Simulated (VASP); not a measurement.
# TaN (P6/mmm) in VASP: a series of runs

TaN is run at these levels: PBE; tasks: single point, relaxation of volume and atoms at fixed shape.

Program: VASP 6.6.1. These are calculated values, not measurements. Logs are shortened: lines on timing, memory, paths and dates and some standing lists are left out, and cuts for length are marked.

### 1 The cell of the first run

The structure is hexagonal, space group P6/mmm (No. 191). The conventional cell has a = 5.243 Å, b = 5.243 Å, c = 2.937 Å, α = 90.00°, β = 90.00°, γ = 120.00°. Ta (site symmetry 6/mmm) has 6 N at 2.62 Å and 14 Ta at 2.94 to 3.36 Å within 3.5 Å. Ta (site symmetry -6m2) has 6 N at 2.11 Å within 2.8 Å. N (site symmetry mmm) has 6 Ta at 2.11 to 2.62 Å and 4 N at 2.62 Å within 2.8 Å.

### 2 Single point, PBE

INCAR

```
SYSTEM = TaN
PREC = Accurate
ENCUT = 520
EDIFF = 1E-7
ISMEAR = 0
SIGMA = 0.02
LREAL = .False.
LASPH = .True.
NELM = 100
ALGO = Normal
ISIF = 2
LWAVE = .False.
LCHARG = .False.
GGA = PE
NBANDS = 33
```

KPOINTS

```
regular mesh
0
Gamma
  5 5 8
  0 0 0
```

POSCAR

```
TaN
1.0
    5.2433495931      0.0000000000      0.0000000000
   -2.6216747965      4.5408739485      0.0000000000
    0.0000000000      0.0000000000      2.9373262181
Ta N
3 3
Direct
    0.0000000000      0.0000000000      0.0000000000
    0.3333333333      0.6666666667      0.5000000000
    0.6666666667      0.3333333333      0.5000000000
    0.5000000000      0.0000000000      0.0000000000
    0.5000000000      0.5000000000      0.0000000000
    0.0000000000      0.5000000000      0.0000000000
```

Potentials or basis: VASP PAW PBE potentials, release 64 (Ta_pv, N).

Run with:

```bash
$ cat potpaw_PBE.64/Ta_pv/POTCAR potpaw_PBE.64/N/POTCAR > POTCAR
$ mpirun -np 1 vasp_std > vasp.out
```

OUTCAR:

```text
SYSTEM = TaN
   PREC = Accurate
   ENCUT = 520
   EDIFF = 1E-7
   ISMEAR = 0
   LREAL = .False.
   LASPH = .True.
   NELM = 100
   ISIF = 2
   GGA = PE

 ion  position               nearest neighbor table
   1  0.000  0.000  0.000-   6 2.62   6 2.62   5 2.62   5 2.62   4 2.62   4 2.62   3 3.36   3 3.36
                             2 3.36   2 3.36   2 3.36   3 3.36   2 3.36   3 3.36   2 3.36   3 3.36
   2  0.333  0.667  0.500-   4 2.11   4 2.11   6 2.11   6 2.11   5 2.11   5 2.11   3 3.03   3 3.03
                             3 3.03   1 3.36   1 3.36   1 3.36   1 3.36   1 3.36   1 3.36
   3  0.667  0.333  0.500-   4 2.11   4 2.11   6 2.11   6 2.11   5 2.11   5 2.11   2 3.03   2 3.03
                             2 3.03   1 3.36   1 3.36   1 3.36   1 3.36   1 3.36   1 3.36
   4  0.500  0.000  0.000-   2 2.11   3 2.11   2 2.11   3 2.11   1 2.62   1 2.62
   5  0.500  0.500  0.000-   2 2.11   3 2.11   2 2.11   3 2.11   1 2.62   1 2.62
   6  0.000  0.500  0.000-   2 2.11   3 2.11   2 2.11   3 2.11   1 2.62   1 2.62

  LATTYP: Found a hexagonal cell.
 ALAT       =     5.2433495931
 C/A-ratio  =     0.5602003387

  Lattice vectors:

 A1 = (   5.2433495931,   0.0000000000,   0.0000000000)
 A2 = (  -2.6216747965,   4.5408739485,   0.0000000000)
 A3 = (   0.0000000000,   0.0000000000,   2.9373262181)

Analysis of symmetry for initial positions (statically):
=====================================================================
 Subroutine PRICEL returns:
 Original cell was already a primitive cell.

 Routine SETGRP: Setting up the symmetry group for a
 hexagonal supercell.

 Subroutine GETGRP returns: Found 24 space group operations
 (whereof 24 operations were pure point group operations)
 out of a pool of 24 trial point group operations.

The static configuration has the point symmetry D_6h.

Analysis of symmetry for dynamics (positions and initial velocities):
=====================================================================
 Subroutine PRICEL returns:
 Original cell was already a primitive cell.

 Routine SETGRP: Setting up the symmetry group for a
 hexagonal supercell.

 Subroutine GETGRP returns: Found 24 space group operations
 (whereof 24 operations were pure point group operations)
 out of a pool of 24 trial point group operations.

The dynamic configuration has the point symmetry D_6h.

 Subroutine INISYM returns: Found 24 space group operations
 (whereof 24 operations are pure point group operations),
 and found     1 'primitive' translations

----------------------------------------------------------------------------------------

                                     Primitive cell

  volume of cell :      69.9359

  direct lattice vectors                    reciprocal lattice vectors
     5.243349593  0.000000000  0.000000000     0.190717781  0.110110962  0.000000000
    -2.621674796  4.540873948  0.000000000     0.000000000  0.220221925  0.000000000
     0.000000000  0.000000000  2.937326218     0.000000000  0.000000000  0.340445673

  length of vectors
     5.243349593  5.243349593  2.937326218     0.220221925  0.220221925  0.340445673

  position of ions in fractional coordinates (direct lattice)
     0.000000000  0.000000000  0.000000000
     0.333333333  0.666666667  0.500000000
     0.666666667  0.333333333  0.500000000
     0.500000000  0.000000000  0.000000000
     0.500000000  0.500000000  0.000000000
     1.000000000  0.500000000  0.000000000

  ion indices of the primitive-cell ions
   primitive index   ion index
                 1           1
                 2           2
                 3           3
                 4           4
                 5           5
                 6           6

----------------------------------------------------------------------------------------

 KPOINTS: regular mesh

Automatic generation of k-mesh.
 Grid dimensions read from file:
 generate k-points for:    5    5    8

 Generating k-lattice:

  Cartesian coordinates                     Fractional coordinates (reciprocal lattice)
     0.038143556  0.022022192  0.000000000     0.200000000  0.000000000  0.000000000
     0.000000000  0.044044385  0.000000000     0.000000000  0.200000000  0.000000000
     0.000000000  0.000000000  0.042555709     0.000000000  0.000000000  0.125000000

  Length of vectors
     0.044044385  0.044044385  0.042555709

  Shift w.r.t. Gamma in fractional coordinates (k-lattice)
     0.000000000  0.000000000  0.000000000

 Subroutine IBZKPT returns following result:
 ===========================================

 Found     25 irreducible k-points:

 Following reciprocal coordinates:
            Coordinates               Weight
  0.000000  0.000000  0.000000      1.000000
  0.200000  0.000000  0.000000      6.000000
  0.400000  0.000000  0.000000      6.000000
  0.200000  0.200000  0.000000      6.000000
  0.400000  0.200000  0.000000      6.000000
  0.000000  0.000000  0.125000      2.000000
[... 16 lines left out ...]
  0.400000  0.000000  0.500000      6.000000
  0.200000  0.200000  0.500000      6.000000
   k-points           NKPTS =     25   k-points in BZ     NKDIM =     25   number of bands    NBANDS=     33
   number of dos      NEDOS =    301   number of ions     NIONS =      6
   total plane-waves  NPLWV =  38400
   dimension x,y,z NGX =    40 NGY =   40 NGZ =   24
   dimension x,y,z NGXF=    80 NGYF=   80 NGZF=   48
   ions per type =               3   3
   NGX,Y,Z   is equivalent  to a cutoff of  12.68, 12.68, 13.58 a.u.
   NGXF,Y,Z  is equivalent  to a cutoff of  25.36, 25.36, 27.17 a.u.
 SYSTEM =  TaN
   PREC   = accura    normal or accurate (medium, high low for compatibility)
   ISTART =      0    job   : 0-new  1-cont  2-samecut
   ICHARG =      2    charge: 1-file 2-atom 10-const
   ISPIN  =      1    spin polarized calculation?
   LNONCOLLINEAR =      F non collinear calculations
   LSORBIT =      F    spin-orbit coupling
   LASPH  =      T    aspherical Exc in radial PAW
   ENCUT  =  520.0 eV  38.22 Ry    6.18 a.u.   9.75  9.75  5.46*2*pi/ulx,y,z
   NELM   =    100;   NELMIN=  2; NELMDL= -5     # of ELM steps
   EDIFF  = 0.1E-06   stopping-criterion for ELM
   LREAL  =      F    real-space projection
   EDIFFG = 0.1E-05   stopping-criterion for IOM
   NSW    =      0    number of steps for IOM
   IBRION =     -1    ionic relax: 0-MD 1-quasi-New 2-CG
   NFREE  =      0    steps in history (QN), initial steepest desc. (CG)
   ISIF   =      2    stress and relaxation
   ISYM   =      2    0-nonsym 1-usesym 2-fastsym
   POTIM  = 0.5000    time-step for ionic-motion
   TEBEG  =    0.0;   TEEND  =   0.0 temperature during run
   PSTRESS=    0.0 pullay stress
   NELECT =      48.0000    total number of electrons
   NUPDOWN=      -1.0000    fix difference up-down
   EMIN   =  10.00;   EMAX   =-10.00  energy-range for DOS
   EFERMI =   0.00;   METHOD = LEGACY
   ISMEAR =     0;   SIGMA  =   0.02  broadening in eV -4-tet -1-fermi 0-gaus
   EFERMI_NEDOS =   21; number of points for ismear=-14 and -15
   IALGO  =     38    algorithm
   IMIX   =      4    mixing-type and parameters
     AMIX     =   0.40;   BMIX     =  1.00
     AMIX_MAG =   1.60;   BMIX_MAG =  1.00
  volume/ion in A,a.u.               =      11.66        78.66
  Fermi-wavevector in a.u.,A,eV,Ry     =   1.444071  2.728898 28.372772  2.085340
  Thomas-Fermi vector in A             =   2.562407
   LORBIT       =      0    0 simple, 1 ext, 2 COOP (PROOUT), +10 PAW based schemes
   GGA     = PE    functional components
   LHFCALC =     F    Hartree Fock is set to
   AEXX    =    0.0000 exact exchange contribution
   IVDW    =     0    specifies the selected vdW correction
   LEPSILON=     F    determine dielectric tensor
   LRPA    =     F    only Hartree local field effects (RPA)
 non-spin polarized calculation
 Gauss-broadening in eV      SIGMA  =   0.02
  energy-cutoff  :      520.00
  volume of cell :       69.94
 maximum number of plane-waves:      1903
 NGX is ok and might be reduce to    40
   NGX = 19   NGY = 19   NGZ = 11

 number of electron      48.0000002 magnetization

 Free energy of the ion-electron system (eV)
  ---------------------------------------------------
  ext. energy  EPLUGINS =         0.00000000
  ---------------------------------------------------
  free energy    TOTEN  =       -64.80549821 eV

  energy without entropy =      -64.80549686  energy(sigma->0) =      -64.80549753

 E-fermi :   7.8914     XC(G=0): -12.8833

 val. band max:        7.8458918574   @ k =   0.0000   0.0000   0.3750
 cond. band min:       7.9438227294   @ k =   0.2000   0.0000   0.2500
 fundamental gap:      0.0979308720
 Fermi energy:         7.8914497743

 k-point     1 :       0.0000    0.0000    0.0000
  band No.  band energies     occupation
      1     -28.3523      2.00000
      2     -28.3523      2.00000
      3     -27.9967      2.00000
      4     -27.9967      2.00000
      5     -27.7852      2.00000
      6     -27.6785      2.00000
[... 25 lines left out ...]
     32      11.0032      0.00000
     33      11.0032      0.00000

 k-point     2 :       0.2000    0.0000    0.0000
  band No.  band energies     occupation
      1     -28.3754      2.00000
      2     -28.3346      2.00000
      3     -27.9864      2.00000
      4     -27.9654      2.00000
      5     -27.7749      2.00000
      6     -27.7104      2.00000
[... 25 lines left out ...]
     32      11.1465      0.00000
     33      11.3865      0.00000
[... 754 lines left out ...]
     32      11.8542      0.00000
     33      13.1144      0.00000

 k-point    24 :       0.2000    0.2000    0.5000
  band No.  band energies     occupation
      1     -28.5812      2.00000
      2     -28.4652      2.00000
      3     -28.2391      2.00000
      4     -28.1336      2.00000
      5     -27.9263      2.00000
      6     -27.8139      2.00000
[... 25 lines left out ...]
     32      11.6456      0.00000
     33      12.9983      0.00000

 [... further k-points ...]

------------------------ aborting loop because EDIFF is reached ----------------------------------------

  FORCE on cell =-STRESS in cart. coord.  units (eV):
  Direction    XX          YY          ZZ          XY          YZ          ZX
  --------------------------------------------------------------------------------------
  -------------------------------------------------------------------------------------
  Total        0.5545234      0.5545234     -0.1487523      0.0000000      0.0000000      0.0000000
  in kB       12.7036927     12.7036927     -3.4077987      0.0000000      0.0000000      0.0000000
  external PRESSURE =       7.3331956 kB  Pullay stress =       0.0000000 kB

 VOLUME and BASIS-vectors are now :
 -----------------------------------------------------------------------------
  energy-cutoff  :      520.00
  volume of cell :       69.94
      direct lattice vectors                 reciprocal lattice vectors
     5.243349593  0.000000000  0.000000000     0.190717781  0.110110962  0.000000000
    -2.621674796  4.540873948  0.000000000     0.000000000  0.220221925  0.000000000
     0.000000000  0.000000000  2.937326218     0.000000000  0.000000000  0.340445673

 POSITION                                       TOTAL-FORCE (eV/Angst)
 -----------------------------------------------------------------------------------
      0.00000      0.00000      0.00000         0.000000      0.000000     -0.000000
     -0.00000      3.02725      1.46866         0.000000     -0.000000      0.000000
      2.62167      1.51362      1.46866        -0.000000      0.000000     -0.000000
      2.62167      0.00000      0.00000         0.000000      0.000000     -0.000000
      1.31084      2.27044      0.00000         0.000000      0.000000     -0.000000
     -1.31084      2.27044      0.00000         0.000000      0.000000     -0.000000
 -----------------------------------------------------------------------------------
    total drift:                               -0.000000      0.000000     -0.000000

  FREE ENERGIE OF THE ION-ELECTRON SYSTEM (eV)
  ---------------------------------------------------
  free  energy   TOTEN  =       -64.8054982050 eV

  energy  without entropy=      -64.8054968626  energy(sigma->0) =      -64.80549753
```

It took 70 s on 1 thread of Intel Xeon Platinum 8259CL at 2.50GHz (Skylake/Cascade Lake), shared host; peak memory 0.21 GiB.

What came out:

| Item | Value |
| --- | --- |
| Free energy | -64.8055 eV |
| Pressure | 0.7 GPa |
| Band gap on the k mesh | zero (bands 24 and 25 overlap by 2.02 eV) |

Caveat: spin-orbit coupling is left out, which moves the levels of the heavy elements.

### 3 Relaxation of volume and atoms at fixed shape, PBE

This run uses another cell than the first one, of 11.31 Å³/atom.

INCAR

```
SYSTEM = TaN
ALGO = Normal
EDIFF = 1E-6
EDIFFG = -0.02
ENCUT = 600
GGA = PE
IBRION = 2
ISIF = 8
ISMEAR = 0
LASPH = .True.
LCHARG = .False.
LREAL = .False.
LWAVE = .False.
NELM = 60
NSW = 80
PREC = Accurate
SIGMA = 0.02
```

KPOINTS

```
k-points
0
Gamma
  5 5 8
  0 0 0
```

POSCAR: that of step 2 with these lines changed.

```diff
@@ -2,5 +2,5 @@
 1.0
-    5.2433495931      0.0000000000      0.0000000000
-   -2.6216747965      4.5408739485      0.0000000000
-    0.0000000000      0.0000000000      2.9373262181
+    5.1910000000      0.0000000000      0.0000000000
+   -2.5955000000      4.4955380000      0.0000000000
+    0.0000000000      0.0000000000      2.9080000000
 Ta N
```

Potentials or basis: VASP PAW PBE potentials, release 64 (Ta_pv, N).

Run with:

```bash
$ cat potpaw_PBE.64/Ta_pv/POTCAR potpaw_PBE.64/N/POTCAR > POTCAR
$ mpirun -np 1 vasp_std > vasp.out
```

Wall time 2.7 min (1 thread of Intel Xeon Platinum 8259CL at 2.50GHz (Skylake/Cascade Lake), shared host); peak memory 0.23 GiB.

Results (log left out):

```
Free energy                           : -64.8085 eV
Relaxed volume                        : 11.69 Å³/atom
Relaxed cell                          : a = 5.249 Å, b = 5.249 Å, c = 2.940 Å, α = 90.00°, β = 90.00°, γ = 120.00°
Space group after relaxing (to 0.1 Å) : P6/mmm (No. 191)
Energy gained by relaxing             : 11.8 meV/atom
Ionic steps                           : 3
Pressure after relaxing               : -0.2 GPa
Band gap on the k mesh                : zero (bands 24 and 25 overlap by 2.01 eV)
```

Stress tensor (GPa, compression positive):
```
 0.42  0.00  0.00
 0.00  0.42  0.00
 0.00  0.00 -1.55
```

The path:
```
step  energy change (eV)  largest force (eV/Å)  pressure (GPa)  volume (Å³)
   1              0.0000                0.0000           10.44        67.86
   2              0.2564                0.0000          -18.61        75.36
   3             -0.0705                0.0000           -0.24        70.15
```

Final structure:
```yaml
crystal:
  lattice:
    - [5.24868, 0.00000, 0.00000]
    - [-2.62434, 4.54549, 0.00000]
    - [0.00000, 0.00000, 2.94032]
  atoms:
    - { symbol: Ta, position: [0.00000, 0.00000, 0.00000] }
    - { symbol: Ta, position: [0.33333, 0.66667, 0.50000] }
    - { symbol: Ta, position: [0.66667, 0.33333, 0.50000] }
    - { symbol: N, position: [0.50000, 0.00000, 0.00000] }
    - { symbol: N, position: [0.50000, 0.50000, 0.00000] }
    - { symbol: N, position: [0.00000, 0.50000, 0.00000] }
```

Levels at points of the mesh, in eV from the Fermi level:
```tsv
k point	band 21	band 22	band 23	band 24	band 25	band 26	band 27	band 28
(0.00, 0.00, 0.00)	-2.97	-2.42	-2.01	-1.19	-1.19	0.79	0.79	1.13
(0.00, 0.00, 0.50)	-3.03	-3.03	-1.87	0.82	0.82	1.39	1.64	2.39
```

Caveat: spin-orbit coupling is left out, which moves the levels of the heavy elements. PBE usually gives volumes a little too large and moduli too small.
